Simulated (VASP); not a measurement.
# TaSi2 (C2) in VASP: single point with PBEsol

Aim: the single point of TaSi2 with PBEsol.

Program: VASP 6.6.1. These are calculated values, not measurements. Logs are shortened: lines on timing, memory, paths and dates and some standing lists are left out, and cuts for length are marked.

## Step 1: The cell of the first run

It takes space group C2 (No. 5, monoclinic). The conventional cell has a = 4.761 Å, b = 8.246 Å, c = 6.556 Å, α = 90.00°, β = 90.00°, γ = 90.00°. Ta (site symmetry 2) has 10 Si at 2.58 to 2.88 Å and 4 Ta at 3.23 Å within 3.4 Å. Within 3.4 Å of Ta (site symmetry 1) lie 10 Si at 2.56 to 2.85 Å and 4 Ta at 3.23 Å. Within 3.4 Å of Si (site symmetry 2) lie 9 Si at 2.55 to 3.31 Å and 5 Ta at 2.62 to 2.88 Å. Within 3.4 Å of Si (site symmetry 1) lie 9 Si at 2.55 to 3.31 Å and 5 Ta at 2.58 to 2.85 Å. Within 3.4 Å of Si (site symmetry 1) lie 9 Si at 2.55 to 3.31 Å and 5 Ta at 2.56 to 2.79 Å. Within 3.4 Å of Si (site symmetry 2) lie 9 Si at 2.55 to 3.31 Å and 5 Ta at 2.58 to 2.76 Å.

## Step 2: Single point, PBEsol (all Ta atoms moved +0.075 Å, as atom 1 along Cartesian [0 1 0])

The input, INCAR:

```
SYSTEM = TaSi2
PREC = Accurate
ENCUT = 520
EDIFF = 1E-7
ISMEAR = 0
SIGMA = 0.15
LREAL = .False.
LASPH = .True.
NELM = 80
ALGO = Normal
ISIF = 2
LWAVE = .False.
LCHARG = .False.
GGA = PS
NBANDS = 38
```

The input, KPOINTS:

```
Automatic mesh
0
Gamma
  12 12 6
  0 0 0
```

The input, POSCAR:

```
TaSi2
1.0
    4.7608595394      0.0000000000      0.0000000000
   -2.3804297697      4.1230253050      0.0000000000
    0.0000000000      0.0000000000      6.5557841079
Ta Si
3 6
Direct
    0.5090952631      0.0181905262      0.5000000000
    0.5090952631      0.5181905262      0.8333333333
    0.0090952631      0.5181905262      0.1666666667
    0.1592675424      0.3185350849      0.5000000000
    0.8407324576      0.1592675424      0.8333333333
    0.6814649151      0.8407324576      0.1666666667
    0.8407324576      0.6814649151      0.5000000000
    0.1592675424      0.8407324576      0.8333333333
    0.3185350849      0.1592675424      0.1666666667
```

Potentials or basis: VASP PAW PBE potentials, release 64 (Ta_pv, Si).

Run with:

```sh
> cat potpaw_PBE.64/Ta_pv/POTCAR potpaw_PBE.64/Si/POTCAR > POTCAR
> mpirun -np 1 vasp_std > vasp.out
```

OUTCAR:

```text
SYSTEM = TaSi2
   PREC = Accurate
   ENCUT = 520
   EDIFF = 1E-7
   ISMEAR = 0
   LREAL = .False.
   LASPH = .True.
   NELM = 80
   ISIF = 2
   GGA = PS

 ion  position               nearest neighbor table
   1  0.509  0.018  0.500-   9 2.58   5 2.58   6 2.62   8 2.62   4 2.68   4 2.68   7 2.73   7 2.76
                             7 2.76   4 2.88   2 3.23   2 3.23   3 3.23   3 3.23
   2  0.509  0.518  0.833-   6 2.56   7 2.58   4 2.62   9 2.64   5 2.64   8 2.68   5 2.76   8 2.77
                             8 2.79   5 2.85   1 3.23   1 3.23   3 3.23   3 3.23
   3  0.009  0.518  0.167-   8 2.56   7 2.58   4 2.62   5 2.64   9 2.64   6 2.68   9 2.76   6 2.77
                             6 2.79   9 2.85   1 3.23   1 3.23   2 3.23   2 3.23
   4  0.159  0.319  0.500-   5 2.55   9 2.55   3 2.62   2 2.62   7 2.63   1 2.68   1 2.68   7 2.81
                             7 2.81   1 2.88
   5  0.841  0.159  0.833-   4 2.55   6 2.55   1 2.58   8 2.63   3 2.64   2 2.64   2 2.76   8 2.81
                             8 2.81   2 2.85
   6  0.681  0.841  0.167-   7 2.55   5 2.55   2 2.56   1 2.62   9 2.63   3 2.68   3 2.77   3 2.79
                             9 2.81   9 2.81
   7  0.841  0.681  0.500-   8 2.55   6 2.55   3 2.58   2 2.58   4 2.63   1 2.73   1 2.76   1 2.76
                             4 2.81   4 2.81
   8  0.159  0.841  0.833-   7 2.55   9 2.55   3 2.56   1 2.62   5 2.63   2 2.68   2 2.77   2 2.79
                             5 2.81   5 2.81
   9  0.319  0.159  0.167-   4 2.55   8 2.55   1 2.58   6 2.63   2 2.64   3 2.64   3 2.76   6 2.81
                             6 2.81   3 2.85

  LATTYP: Found a hexagonal cell.
 ALAT       =     4.7608595394
 C/A-ratio  =     1.3770169134

  Lattice vectors:

 A1 = (   4.7608595394,   0.0000000000,   0.0000000000)
 A2 = (  -2.3804297697,   4.1230253050,   0.0000000000)
 A3 = (   0.0000000000,   0.0000000000,   6.5557841079)

Analysis of symmetry for initial positions (statically):
=====================================================================
 Subroutine PRICEL returns:
 Original cell was already a primitive cell.

 Routine SETGRP: Setting up the symmetry group for a
 hexagonal supercell.

 Subroutine GETGRP returns: Found  2 space group operations
 (whereof  2 operations were pure point group operations)
 out of a pool of 24 trial point group operations.

The static configuration has the point symmetry C_2 .

Analysis of symmetry for dynamics (positions and initial velocities):
=====================================================================
 Subroutine PRICEL returns:
 Original cell was already a primitive cell.

 Routine SETGRP: Setting up the symmetry group for a
 hexagonal supercell.

 Subroutine GETGRP returns: Found  2 space group operations
 (whereof  2 operations were pure point group operations)
 out of a pool of 24 trial point group operations.

The dynamic configuration has the point symmetry C_2 .

 Subroutine INISYM returns: Found  2 space group operations
 (whereof  2 operations are pure point group operations),
 and found     1 'primitive' translations

----------------------------------------------------------------------------------------

                                     Primitive cell

  volume of cell :     128.6844

  direct lattice vectors                    reciprocal lattice vectors
     4.760859539  0.000000000  0.000000000     0.210046104  0.121270175  0.000000000
    -2.380429770  4.123025305  0.000000000     0.000000000  0.242540350  0.000000000
     0.000000000  0.000000000  6.555784108     0.000000000  0.000000000  0.152537055

  length of vectors
     4.760859539  4.760859539  6.555784108     0.242540350  0.242540350  0.152537055

  position of ions in fractional coordinates (direct lattice)
     0.509095263  0.018190526  0.500000000
     0.509095263  0.518190526  0.833333333
     0.009095263  0.518190526  0.166666667
     0.159267542  0.318535085  0.500000000
     0.840732458  0.159267542  0.833333333
     0.681464915  0.840732458  0.166666667
     0.840732458  0.681464915  0.500000000
     0.159267542  0.840732458  0.833333333
     0.318535085  0.159267542  0.166666667

  ion indices of the primitive-cell ions
   primitive index   ion index
                 1           1
                 2           2
                 3           3
                 4           4
                 5           5
                 6           6
                 7           7
                 8           8
                 9           9

----------------------------------------------------------------------------------------

 KPOINTS: Automatic mesh

Automatic generation of k-mesh.
 Grid dimensions read from file:
 generate k-points for:   12   12    6

 Generating k-lattice:

  Cartesian coordinates                     Fractional coordinates (reciprocal lattice)
     0.017503842  0.010105848  0.000000000     0.083333333  0.000000000  0.000000000
     0.000000000  0.020211696  0.000000000     0.000000000  0.083333333  0.000000000
     0.000000000  0.000000000  0.025422842     0.000000000  0.000000000  0.166666667

  Length of vectors
     0.020211696  0.020211696  0.025422842

  Shift w.r.t. Gamma in fractional coordinates (k-lattice)
     0.000000000  0.000000000  0.000000000

 Subroutine IBZKPT returns following result:
 ===========================================

 Found    242 irreducible k-points:

 Following reciprocal coordinates:
            Coordinates               Weight
  0.000000  0.000000  0.000000      1.000000
  0.083333 -0.000000  0.000000      4.000000
  0.000000  0.083333  0.000000      2.000000
  0.166667  0.000000  0.000000      4.000000
  0.000000  0.166667  0.000000      2.000000
  0.250000 -0.000000  0.000000      4.000000
[... 16 lines left out ...]
 -0.083333  0.416667  0.000000      4.000000
 -0.416667  0.333333  0.000000      4.000000
 [... further k-points ...]
   k-points           NKPTS =    242   k-points in BZ     NKDIM =    242   number of bands    NBANDS=     38
   number of dos      NEDOS =    301   number of ions     NIONS =      9
   total plane-waves  NPLWV =  64800
   dimension x,y,z NGX =    36 NGY =   36 NGZ =   50
   dimension x,y,z NGXF=    72 NGYF=   72 NGZF=  100
   ions per type =               3   6
   NGX,Y,Z   is equivalent  to a cutoff of  12.57, 12.57, 12.68 a.u.
   NGXF,Y,Z  is equivalent  to a cutoff of  25.14, 25.14, 25.36 a.u.
 SYSTEM =  TaSi2
   PREC   = accura    normal or accurate (medium, high low for compatibility)
   ISTART =      0    job   : 0-new  1-cont  2-samecut
   ICHARG =      2    charge: 1-file 2-atom 10-const
   ISPIN  =      1    spin polarized calculation?
   LNONCOLLINEAR =      F non collinear calculations
   LSORBIT =      F    spin-orbit coupling
   LASPH  =      T    aspherical Exc in radial PAW
   ENCUT  =  520.0 eV  38.22 Ry    6.18 a.u.   8.85  8.85 12.19*2*pi/ulx,y,z
   NELM   =     80;   NELMIN=  2; NELMDL= -5     # of ELM steps
   EDIFF  = 0.1E-06   stopping-criterion for ELM
   LREAL  =      F    real-space projection
   EDIFFG = 0.1E-05   stopping-criterion for IOM
   NSW    =      0    number of steps for IOM
   IBRION =     -1    ionic relax: 0-MD 1-quasi-New 2-CG
   NFREE  =      0    steps in history (QN), initial steepest desc. (CG)
   ISIF   =      2    stress and relaxation
   ISYM   =      2    0-nonsym 1-usesym 2-fastsym
   POTIM  = 0.5000    time-step for ionic-motion
   TEBEG  =    0.0;   TEEND  =   0.0 temperature during run
   PSTRESS=    0.0 pullay stress
   NELECT =      57.0000    total number of electrons
   NUPDOWN=      -1.0000    fix difference up-down
   EMIN   =  10.00;   EMAX   =-10.00  energy-range for DOS
   EFERMI =   0.00;   METHOD = LEGACY
   ISMEAR =     0;   SIGMA  =   0.15  broadening in eV -4-tet -1-fermi 0-gaus
   EFERMI_NEDOS =   21; number of points for ismear=-14 and -15
   IALGO  =     38    algorithm
   IMIX   =      4    mixing-type and parameters
     AMIX     =   0.40;   BMIX     =  1.00
     AMIX_MAG =   1.60;   BMIX_MAG =  1.00
  volume/ion in A,a.u.               =      14.30        96.49
  Fermi-wavevector in a.u.,A,eV,Ry     =   1.247933  2.358251 21.188838  1.557336
  Thomas-Fermi vector in A             =   2.382042
   LORBIT       =      0    0 simple, 1 ext, 2 COOP (PROOUT), +10 PAW based schemes
   GGA     = PS    functional components
   LHFCALC =     F    Hartree Fock is set to
   AEXX    =    0.0000 exact exchange contribution
   IVDW    =     0    specifies the selected vdW correction
   LEPSILON=     F    determine dielectric tensor
   LRPA    =     F    only Hartree local field effects (RPA)
 non-spin polarized calculation
 Gauss-broadening in eV      SIGMA  =   0.15
  energy-cutoff  :      520.00
  volume of cell :      128.68
 maximum number of plane-waves:      3501
   NGX = 17   NGY = 17   NGZ = 25

 number of electron      57.0000002 magnetization

 Free energy of the ion-electron system (eV)
  ---------------------------------------------------
  ext. energy  EPLUGINS =         0.00000000
  ---------------------------------------------------
  free energy    TOTEN  =       -77.26346092 eV

  energy without entropy =      -77.22286437  energy(sigma->0) =      -77.24316264

 E-fermi :   9.3918     XC(G=0): -12.2035

 val. band max:        9.3884856123   @ k =   0.3333   0.0833   0.5000
 cond. band min:       9.3988678338   @ k =  -0.1667   0.1667   0.3333
 fundamental gap:      0.0103822215
 Fermi energy:         9.3918440716

 k-point     1 :       0.0000    0.0000    0.0000
  band No.  band energies     occupation
      1     -24.8993      2.00000
      2     -24.8929      2.00000
      3     -24.8811      2.00000
      4     -24.8178      2.00000
      5     -24.8170      2.00000
      6     -24.7237      2.00000
[... 30 lines left out ...]
     37      13.3483      0.00000
     38      13.4865      0.00000

 k-point     2 :       0.0833   -0.0000    0.0000
  band No.  band energies     occupation
      1     -24.9079      2.00000
      2     -24.8944      2.00000
      3     -24.8731      2.00000
      4     -24.8187      2.00000
      5     -24.8161      2.00000
      6     -24.7251      2.00000
[... 30 lines left out ...]
     37      13.2637      0.00000
     38      13.3587      0.00000

 k-point     3 :       0.0000    0.0833    0.0000
  band No.  band energies     occupation
      1     -24.9080      2.00000
      2     -24.8944      2.00000
      3     -24.8729      2.00000
      4     -24.8186      2.00000
      5     -24.8163      2.00000
      6     -24.7249      2.00000
[... 30 lines left out ...]
     37      13.2816      0.00000
     38      13.3811      0.00000

 k-point     4 :       0.1667    0.0000    0.0000
  band No.  band energies     occupation
      1     -24.9211      2.00000
      2     -24.8983      2.00000
      3     -24.8623      2.00000
      4     -24.8209      2.00000
      5     -24.8136      2.00000
      6     -24.7270      2.00000
[... 30 lines left out ...]
     37      13.1143      0.00000
     38      13.4196      0.00000
[... 703 lines left out ...]
      4     -24.8217      2.00000
      5     -24.8033      2.00000
      6     -24.7335      2.00000
[... 30 lines left out ...]
     37      13.4057      0.00000
     38      13.5927      0.00000

 k-point    23 :      -0.0833    0.4167    0.0000
  band No.  band energies     occupation
      1     -24.9453      2.00000
      2     -24.9087      2.00000
      3     -24.8551      2.00000
      4     -24.8221      2.00000
      5     -24.8037      2.00000
      6     -24.7334      2.00000
[... 30 lines left out ...]
     37      13.4075      0.00000
     38      13.5726      0.00000

 k-point    24 :      -0.4167    0.3333    0.0000
  band No.  band energies     occupation
      1     -24.9451      2.00000
      2     -24.9084      2.00000
      3     -24.8563      2.00000
      4     -24.8217      2.00000
      5     -24.8031      2.00000
      6     -24.7339      2.00000
[... 30 lines left out ...]
     37      13.4375      0.00000
     38      13.5825      0.00000

 [... further k-points ...]

------------------------ aborting loop because EDIFF is reached ----------------------------------------

  FORCE on cell =-STRESS in cart. coord.  units (eV):
  Direction    XX          YY          ZZ          XY          YZ          ZX
  --------------------------------------------------------------------------------------
  -------------------------------------------------------------------------------------
  Total        0.3853061      0.7431791      0.5961548      0.0000000      0.0000000      0.0592153
  in kB        4.7972284      9.2529035      7.4223878      0.0000000      0.0000000      0.7372568
  external PRESSURE =       7.1575066 kB  Pullay stress =       0.0000000 kB

 VOLUME and BASIS-vectors are now :
 -----------------------------------------------------------------------------
  energy-cutoff  :      520.00
  volume of cell :      128.68
      direct lattice vectors                 reciprocal lattice vectors
     4.760859539  0.000000000  0.000000000     0.210046104  0.121270175  0.000000000
    -2.380429770  4.123025305  0.000000000     0.000000000  0.242540350  0.000000000
     0.000000000  0.000000000  6.555784108     0.000000000  0.000000000  0.152537055

 POSITION                                       TOTAL-FORCE (eV/Angst)
 -----------------------------------------------------------------------------------
      2.38043      0.07500      3.27789        -0.000000     -0.748496      0.000000
      1.19021      2.13651      5.46315        -0.135427     -0.982383     -0.016732
     -1.19021      2.13651      1.09263         0.135427     -0.982383      0.016732
     -0.00000      1.31333      3.27789        -0.000000      0.345316      0.000000
      3.62348      0.65666      5.46315         0.072506      0.536944      0.261785
      1.24305      3.46636      1.09263        -0.090000      0.462262      0.294596
      2.38043      2.80970      3.27789        -0.000000      0.369534      0.000000
     -1.24305      3.46636      5.46315         0.090000      0.462262     -0.294596
      1.13738      0.65666      1.09263        -0.072506      0.536944     -0.261785
 -----------------------------------------------------------------------------------
    total drift:                               -0.000001      0.000118     -0.000000

  FREE ENERGIE OF THE ION-ELECTRON SYSTEM (eV)
  ---------------------------------------------------
  free  energy   TOTEN  =       -77.2634609151 eV

  energy  without entropy=      -77.2228643705  energy(sigma->0) =      -77.24316264
```

It took 10 min on 1 thread of Intel Xeon 6975P-C (Granite Rapids), shared host; peak memory 0.91 GiB.

Results:

```yaml
Free_energy: -77.2635 eV
Pressure: 0.7 GPa
Largest_force: 0.992 eV/Å
Band_gap_on_the_k_mesh: zero (an odd number of electrons rules out a gap without spin polarisation)
```

Forces on the atoms (eV/Å):
```
Ta   0.000 -0.748  0.000
Ta  -0.135 -0.982 -0.017
Ta   0.135 -0.982  0.017
Si   0.000  0.345  0.000
Si   0.073  0.537  0.262
Si  -0.090  0.462  0.295
Si   0.000  0.370  0.000
Si   0.090  0.462 -0.295
Si  -0.073  0.537 -0.262
```

Stress tensor (GPa, compression positive):
```
0.48 0.00 0.07
0.00 0.93 0.00
0.07 0.00 0.74
```

Caveat: the cell differs from its parent crystal (all Ta atoms moved +0.075 Å, as atom 1 along Cartesian [0 1 0]); the PAW data sets were made with another functional, which shifts forces and pressure a little; spin-orbit coupling is left out, which moves the levels of the heavy elements.
